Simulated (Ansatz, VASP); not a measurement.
## Sc: VASP beside Ansatz

The input INCAR:

```
PREC = Accurate
ENCUT = 520
EDIFF = 1E-6
ISMEAR = 0
SIGMA = 0.05
LREAL = F
LASPH = T
NELM = 80
ALGO = Fast
ISIF = 2
LWAVE = F
LCHARG = F
NBANDS = 18
```

Contents of KPOINTS:

```
regular mesh
0
Gamma
  9 9 5
```

The input POSCAR:

```
Sc
1.0
    3.2867912771      0.0000000000      0.0000000000
   -1.6433956386      2.8464447429      0.0000000000
    0.0000000000      0.0000000000      5.2379076584
Sc
2
Direct
    0.6666666667      0.3333333333      0.7500000000
    0.3333333333      0.6666666667      0.2500000000
```

input.yaml

```yaml
crystal:
  lattice:
    - [3.2867912771, 0.0, 0.0]
    - [-1.6433956386, 2.8464447429, 0.0]
    - [0.0, 0.0, 5.2379076584]
  atoms:
    - { symbol: Sc, position: [0.6666666667, 0.3333333333, 0.75] }
    - { symbol: Sc, position: [0.3333333333, 0.6666666667, 0.25] }
kpoints:
  mp_grid: { grid: [9, 9, 5] }
scf:
  occupations: { method: gaussian, width: 0.05 }
hamiltonian:
  xc: lda
  pseudopotentials: { kind: all_electron, lapw: { basis_error: 0.001 } }
output:
  forces: true
  stress: true
  eigenvalues: true
```

Change from the starting cell: volume scaled by 0.98.

Alike in both runs: task single point; functional LDA; k mesh 9 × 9 × 5; occupations gaussian, width 0.05 eV; no spin polarisation.

```csv
,VASP,Ansatz
version,VASP 6.6.1,Ansatz 0.2.0
potentials or method,"VASP PAW LDA potentials, release 64 (Sc_sv), cutoff 520 eV","all-electron LAPW, scalar-relativistic"
```

Ansatz gave:

```
gap on the k mesh at the Fermi level (eV)                     : none
pressure (GPa)                                                : -4.4
traceless stress, the component that is largest in VASP (GPa) : -1.26
```

Problem. Which values does VASP return?

Solution. gap on the k mesh at the Fermi level (eV): none; pressure (GPa): -4.4; traceless stress, the component that is largest in VASP (GPa): -1.25.

LDA's correlation is that of Perdew and Zunger in VASP and of Perdew and Wang (1992) in Ansatz. A gap of «none» marks a metal or a gap that the smearing closes. Ansatz ran all-electron here, and VASP with PAW potentials.
